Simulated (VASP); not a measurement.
# Al2Ru (I4/mmm) in VASP: further runs, part 2 of 2

VASP 6.6.1.

### Step 4. Single point, PBEsol

This run uses another cell than the first one, of 13.68 Å³/atom.

The input, INCAR:

```
PREC = Accurate
ENCUT = 520
EDIFF = 1E-7
ISMEAR = 0
SIGMA = 0.15
LREAL = F
LASPH = T
NELM = 100
ALGO = Normal
ISIF = 2
LWAVE = F
LCHARG = T
GGA = PS
LELF = T
LVHAR = T
NBANDS = 17
```

The input, KPOINTS:

```
regular mesh
0
Gamma
  20 20 20
```

The input, POSCAR:

```
Al2Ru
1.0
   -1.5606369534      1.5606369534      4.2110398728
    1.5606369534     -1.5606369534      4.2110398728
    1.5606369534      1.5606369534     -4.2110398728
Al Ru
2 1
Direct
    0.6590805105      0.6590805105      0.0000000000
    0.3409194895      0.3409194895      0.0000000000
    0.0000000000      0.0000000000      0.0000000000
```

Potentials or basis: VASP PAW PBE potentials, release 64 (Al, Ru_pv).

Started as:

```console
> cat potpaw_PBE.64/Al/POTCAR potpaw_PBE.64/Ru_pv/POTCAR > POTCAR
> mpirun -np 1 vasp_std > vasp.out
```

OUTCAR:

```text
PREC = Accurate
   ENCUT = 520
   EDIFF = 1E-7
   ISMEAR = 0
   LREAL = F
   LASPH = T
   NELM = 100
   ISIF = 2
   GGA = PS

 ion  position               nearest neighbor table
   1  0.659  0.659  0.000-   3 2.58   3 2.58   3 2.58   3 2.58   2 2.68   2 2.69   2 2.69   2 2.69
                             2 2.69   3 2.87
   2  0.341  0.341  0.000-   3 2.58   3 2.58   3 2.58   3 2.58   1 2.68   1 2.69   1 2.69   1 2.69
                             1 2.69   3 2.87
   3  0.000  0.000  0.000-   1 2.58   1 2.58   1 2.58   2 2.58   1 2.58   2 2.58   2 2.58   2 2.58
                             1 2.87   2 2.87

[... 671 lines left out ...]
     17      20.4484      0.00000

 [... further k-points ...]
[... 5 lines left out ...]
  --------------------------------------------------------------------------------------
  -------------------------------------------------------------------------------------
  Total        0.0294046      0.0294046      0.0219136      0.0000000      0.0000000      0.0000000
  in kB        1.1483455      1.1483455      0.8557997      0.0000000      0.0000000      0.0000000
  external PRESSURE =       1.0508302 kB  Pullay stress =       0.0000000 kB

 VOLUME and BASIS-vectors are now :
 -----------------------------------------------------------------------------
  energy-cutoff  :      520.00
  volume of cell :       41.03
      direct lattice vectors                 reciprocal lattice vectors
    -1.560636953  1.560636953  4.211039873     0.000000000  0.320382007  0.118735518
     1.560636953 -1.560636953  4.211039873     0.320382007  0.000000000  0.118735518
     1.560636953  1.560636953 -4.211039873     0.320382007  0.320382007  0.000000000

 POSITION                                       TOTAL-FORCE (eV/Angst)
 -----------------------------------------------------------------------------------
      0.00000      0.00000      5.55083        -0.000000     -0.000000     -0.001098
      0.00000      0.00000      2.87125         0.000000      0.000000      0.001098
      0.00000      0.00000      0.00000         0.000000      0.000000     -0.000000
 -----------------------------------------------------------------------------------
    total drift:                                0.000000     -0.000000      0.000000

  FREE ENERGIE OF THE ION-ELECTRON SYSTEM (eV)
  ---------------------------------------------------
  free  energy   TOTEN  =       -20.3302752027 eV

  energy  without entropy=      -20.3272218054  energy(sigma->0) =      -20.32874850
```

stdout:

```text
POSCAR found type information on POSCAR AlRu
 POSCAR found :  2 types and       3 ions
 scaLAPACK will be used
 -----------------------------------------------------------------------------
|                                                                             |
|                                                                             |
|     You enforced a specific xc type in the INCAR file but a different       |
|     I HOPE YOU KNOW WHAT YOU ARE DOING!                                     |
|                                                                             |
 -----------------------------------------------------------------------------

 LDA part: xc-table for (Slater+PW92), standard interpolation
 POSCAR, INCAR and KPOINTS ok, starting setup
 FFT: planning ... GRIDC
 FFT: planning ... GRID_SOFT
 FFT: planning ... GRID
 WAVECAR not read
 entering main loop
```

Wall time 15 min (1 thread of Oxide Virtual Turin-like, shared host); peak memory 0.51 GiB.

Results:

* Free energy: -20.3303 eV
* Pressure: 0.1 GPa
* Band gap on the k mesh: zero (bands 10 and 11 overlap by 0.16 eV)

Levels at points of the mesh, in eV from the Fermi level:
| k point | band 7 | band 8 | band 9 | band 10 | band 11 | band 12 | band 13 | band 14 |
| --- | --- | --- | --- | --- | --- | --- | --- | --- |
| (0.00, 0.00, 0.00) | -1.98 | -1.98 | -1.93 | -0.95 | 2.45 | 4.67 | 6.12 | 6.12 |
| (0.50, 0.00, 0.00) | -2.92 | -2.73 | -2.55 | -1.41 | 0.59 | 3.09 | 5.15 | 7.00 |
| (0.50, 0.50, 0.00) | -3.41 | -3.08 | -1.26 | -0.33 | 0.29 | 1.86 | 2.05 | 4.80 |
| (0.50, 0.50, 0.50) | -2.61 | -1.54 | -1.54 | -0.93 | 3.16 | 3.16 | 6.32 | 6.55 |

Caveat: the PAW data sets were made with another functional, which shifts forces and pressure a little.

### Step 5. Single point, PBEsol, collinear spin, ferromagnetic start (12.54 Å³/atom)

This run uses another cell than the first one, of 12.54 Å³/atom.

The input, INCAR:

```
PREC = Accurate ; ENCUT = 520
EDIFF = 1E-6 ; ISMEAR = 0
SIGMA = 0.15 ; LREAL = F
LASPH = T ; NELM = 150
ALGO = Normal ; ISIF = 2
LWAVE = F ; LCHARG = F
ISPIN = 2 ; MAGMOM = 0 0 1.312
LORBIT = 11 ; NUPDOWN = 1.3125
LMAXMIX = 4 ; GGA = PS
NBANDS = 21 ; KPAR = 4
```

The input, KPOINTS:

```
Automatic mesh
0
Gamma
  20 20 20
```

The input, POSCAR:

```
Al2Ru
1.0
   -1.5160409298      1.5160409298      4.0907071886
    1.5160409298     -1.5160409298      4.0907071886
    1.5160409298      1.5160409298     -4.0907071886
Al Ru
2 1
Direct
    0.6590805105      0.6590805105      0.0000000000
    0.3409194895      0.3409194895      0.0000000000
    0.0000000000      0.0000000000      0.0000000000
```

Started as:

```console
> cat potpaw_PBE.64/Al/POTCAR potpaw_PBE.64/Ru_pv/POTCAR > POTCAR
> mpirun -np 4 vasp_std > vasp.out
```

It took 11 min on 4 MPI ranks of Oxide Virtual Turin-like, shared host; peak memory 0.79 GiB.

Results (log left out):

| Quantity | Value |
| --- | --- |
| Free energy | -19.1610 eV |
| Pressure | 25.0 GPa |
| Largest force | 0.112 eV/Å |
| Net moment | 1.31 μB per cell |
| Site moments | Al +0.06; Ru +0.81 μB |
| Valence electrons inside the program's atomic spheres | Al 0.87; Ru 12.99 |

Forces on the atoms (eV/Å):
```
Al   0.000  0.000  0.112
Al   0.000  0.000 -0.112
Ru   0.000  0.000  0.000
```

Stress tensor (GPa, compression positive):
```
27.12  0.00  0.00
 0.00 27.12  0.00
 0.00  0.00 20.80
```

Caveat: the stress differs along the axes, from 21 to 27 GPa; the PAW data sets were made with another functional, which shifts forces and pressure a little; the total moment is fixed, so each spin has its own Fermi level and the state may be an excited one.

### Step 6. Single point, PBEsol, collinear spin, ferromagnetic start (13.68 Å³/atom)

This run uses another cell than the first one, of 13.68 Å³/atom.

The input, INCAR:

```
SYSTEM = Al2Ru
PREC = Accurate ; ENCUT = 520
EDIFF = 1E-6 ; ISMEAR = 0
SIGMA = 0.15 ; LREAL = .False.
LASPH = .True. ; NELM = 150
ALGO = Normal ; ISIF = 2
LWAVE = .False. ; LCHARG = .False.
ISPIN = 2 ; MAGMOM = 0 0 1.125
LORBIT = 11 ; NUPDOWN = 1.125
LMAXMIX = 4 ; GGA = PS
NBANDS = 21 ; KPAR = 4
```

The input, KPOINTS:

```
regular mesh
0
Gamma
  20 20 20
  0 0 0
```

The input, POSCAR:

```
Al2Ru
1.0
   -1.5606369534      1.5606369534      4.2110398728
    1.5606369534     -1.5606369534      4.2110398728
    1.5606369534      1.5606369534     -4.2110398728
Al Ru
2 1
Direct
    0.6590805105      0.6590805105      0.0000000000
    0.3409194895      0.3409194895      0.0000000000
    0.0000000000      0.0000000000      0.0000000000
```

Potentials or basis: VASP PAW PBE potentials, release 64 (Al, Ru_pv).

Started as:

```console
> cat potpaw_PBE.64/Al/POTCAR potpaw_PBE.64/Ru_pv/POTCAR > POTCAR
> mpirun -np 4 vasp_std > vasp.out
```

OUTCAR:

```text
SYSTEM = Al2Ru
   PREC = Accurate
   ENCUT = 520
   EDIFF = 1E-6
   ISMEAR = 0
   LREAL = .False.
   LASPH = .True.
   NELM = 150
   ISIF = 2
   ISPIN = 2
   LORBIT = 11
   NUPDOWN = 1.125
   GGA = PS

 ion  position               nearest neighbor table
   1  0.659  0.659  0.000-   3 2.58   3 2.58   3 2.58   3 2.58   2 2.68   2 2.69   2 2.69   2 2.69
                             2 2.69   3 2.87
   2  0.341  0.341  0.000-   3 2.58   3 2.58   3 2.58   3 2.58   1 2.68   1 2.69   1 2.69   1 2.69
                             1 2.69   3 2.87
   3  0.000  0.000  0.000-   1 2.58   1 2.58   1 2.58   2 2.58   1 2.58   2 2.58   2 2.58   2 2.58
                             1 2.87   2 2.87

  LATTYP: Found a body centered tetragonal cell.
 ALAT       =     3.1212739068
 C/A-ratio  =     2.6982828156

  Lattice vectors:

 A1 = (  -1.5606369534,   1.5606369534,   4.2110398728)
 A2 = (   1.5606369534,  -1.5606369534,   4.2110398728)
 A3 = (   1.5606369534,   1.5606369534,  -4.2110398728)

Analysis of symmetry for initial positions (statically):
=====================================================================
 Subroutine PRICEL returns:
 Original cell was already a primitive cell.

 Routine SETGRP: Setting up the symmetry group for a
 body centered tetragonal supercell.

 Subroutine GETGRP returns: Found 16 space group operations
 (whereof 16 operations were pure point group operations)
 out of a pool of 16 trial point group operations.

The static configuration has the point symmetry D_4h.

Analysis of symmetry for dynamics (positions and initial velocities):
=====================================================================
 Subroutine PRICEL returns:
 Original cell was already a primitive cell.

 Routine SETGRP: Setting up the symmetry group for a
 body centered tetragonal supercell.

 Subroutine GETGRP returns: Found 16 space group operations
 (whereof 16 operations were pure point group operations)
 out of a pool of 16 trial point group operations.

[... 155 lines left out ...]

 Free energy of the ion-electron system (eV)
  ---------------------------------------------------
  ext. energy  EPLUGINS =         0.00000000
  ---------------------------------------------------
  free energy    TOTEN  =       -19.65615291 eV

  energy without entropy =      -19.63583381  energy(sigma->0) =      -19.64599336

 E-fermi :   9.6012     XC(G=0): -12.0220

 val. band max:       11.4501072547   @ k =  -0.4000   0.1000   0.0000
 cond. band min:       9.6035514351   @ k =  -0.1000   0.0500   0.0000
 fundamental gap:     -1.8465558197
 Fermi energy:        11.4595028760

 spin component 1

 k-point     1 :       0.0000    0.0000    0.0000
  band No.  band energies     occupation
      1     -31.9538      1.00000
      2     -31.9339      1.00000
      3     -31.9339      1.00000
      4      -0.5407      1.00000
      5       5.0336      1.00000
      6       6.7158      1.00000
[... 565 lines left out ...]
     20      23.0260      0.00000
     21      24.4462      0.00000

 [... further k-points ...]

 spin component 2

 k-point     1 :       0.0000    0.0000    0.0000
  band No.  band energies     occupation
      1     -31.5137      1.00000
      2     -31.3681      1.00000
      3     -31.3681      1.00000
      4      -0.2782      1.00000
      5       5.3722      1.00000
      6       7.2992      1.00000
[... 565 lines left out ...]
     20      23.2569      0.00000
     21      24.7570      0.00000

 [... further k-points ...]
[... 5 lines left out ...]
  --------------------------------------------------------------------------------------
  -------------------------------------------------------------------------------------
  Total        1.5170510      1.5170510      0.0971388      0.0000000      0.0000000      0.0000000
  in kB       59.2458094     59.2458094      3.7935879      0.0000000      0.0000000      0.0000000
  external PRESSURE =      40.7617356 kB  Pullay stress =       0.0000000 kB

 VOLUME and BASIS-vectors are now :
 -----------------------------------------------------------------------------
  energy-cutoff  :      520.00
  volume of cell :       41.03
      direct lattice vectors                 reciprocal lattice vectors
    -1.560636953  1.560636953  4.211039873     0.000000000  0.320382007  0.118735518
     1.560636953 -1.560636953  4.211039873     0.320382007  0.000000000  0.118735518
     1.560636953  1.560636953 -4.211039873     0.320382007  0.320382007  0.000000000

 POSITION                                       TOTAL-FORCE (eV/Angst)
 -----------------------------------------------------------------------------------
      0.00000      0.00000      5.55083         0.000000      0.000000     -0.229025
      0.00000      0.00000      2.87125        -0.000000     -0.000000      0.229025
      0.00000      0.00000      0.00000        -0.000000     -0.000000      0.000000
 -----------------------------------------------------------------------------------
    total drift:                                0.000000     -0.000000      0.000000

  FREE ENERGIE OF THE ION-ELECTRON SYSTEM (eV)
  ---------------------------------------------------
  free  energy   TOTEN  =       -19.6561529086 eV

  energy  without entropy=      -19.6358338109  energy(sigma->0) =      -19.64599336

 total charge

# of ion       s       p       d       tot
------------------------------------------
    1        0.401   0.415   0.000   0.816
    2        0.401   0.415   0.000   0.816
    3        0.331   6.263   6.227  12.821
--------------------------------------------------
tot          1.132   7.093   6.227  14.453

 magnetization (x)

# of ion       s       p       d       tot
------------------------------------------
    1        0.011   0.034   0.000   0.046
    2        0.011   0.034   0.000   0.046
    3        0.008   0.036   0.674   0.719
--------------------------------------------------
tot          0.031   0.105   0.674   0.810
```

Wall time 11 min (4 MPI ranks of Oxide Virtual Turin-like, shared host); peak memory 0.84 GiB.

What came out:

```
Free energy                                           : -19.6562 eV
Pressure                                              : 4.1 GPa
Largest force                                         : 0.229 eV/Å
Net moment                                            : 1.12 μB per cell
Site moments                                          : Al +0.05; Ru +0.72 μB
Valence electrons inside the program's atomic spheres : Al 0.82; Ru 12.82
```

Forces on the atoms (eV/Å):
```
Al   0.000  0.000 -0.229
Al   0.000  0.000  0.229
Ru   0.000  0.000  0.000
```

Stress tensor (GPa, compression positive):
```
5.92 0.00 0.00
0.00 5.92 0.00
0.00 0.00 0.38
```

Caveat: the stress differs along the axes, from 0 to 6 GPa; the PAW data sets were made with another functional, which shifts forces and pressure a little; the total moment is fixed, so each spin has its own Fermi level and the state may be an excited one.

### Step 7. Summary

| spin | fixed moment (μB) | cell | gap on the mesh (eV) | pressure (GPa) | moment (μB) | largest force (eV/Å) |
| --- | --- | --- | --- | --- | --- | --- |
| off | - | a = 5.005 Å, angles 141.7, 141.7, 55.3°, 3 atoms | none | -20.0 | - | 0.41 |
| off | - | a = 5.121 Å, angles 141.7, 141.7, 55.3°, 3 atoms | none | -24.9 | - | 0.53 |
| off | - | a = 4.754 Å, angles 141.7, 141.7, 55.3°, 3 atoms | none | 0.1 | - | - |
| collinear, ferromagnetic start | 1.3125 | a = 4.619 Å, angles 141.7, 141.7, 55.3°, 3 atoms | - | 25.0 | 1.31 | 0.11 |
| collinear, ferromagnetic start | 1.125 | a = 4.754 Å, angles 141.7, 141.7, 55.3°, 3 atoms | - | 4.1 | 1.12 | 0.23 |

Alike in all rows: task single point; level PBEsol; potentials or basis VASP PAW PBE potentials, release 64 (Al, Ru_pv); k mesh 20 × 20 × 20; cutoff (eV) 520; smearing gaussian 0.15 eV.

Caveats: the PAW data sets were made with another functional, which shifts forces and pressure a little; the cell stands under tension (at least some runs); the total moment is fixed, so each spin has its own Fermi level and the state may be an excited one (at least some runs); the stress differs along the axes, from 21 to 27 GPa (at least some runs); the stress differs along the axes, from 0 to 6 GPa (at least some runs).

Total energies depend on the potentials used, so only differences within one code and one set of settings carry meaning.

The gap in the log of VASP goes by the Fermi energy; the results here count the filled bands.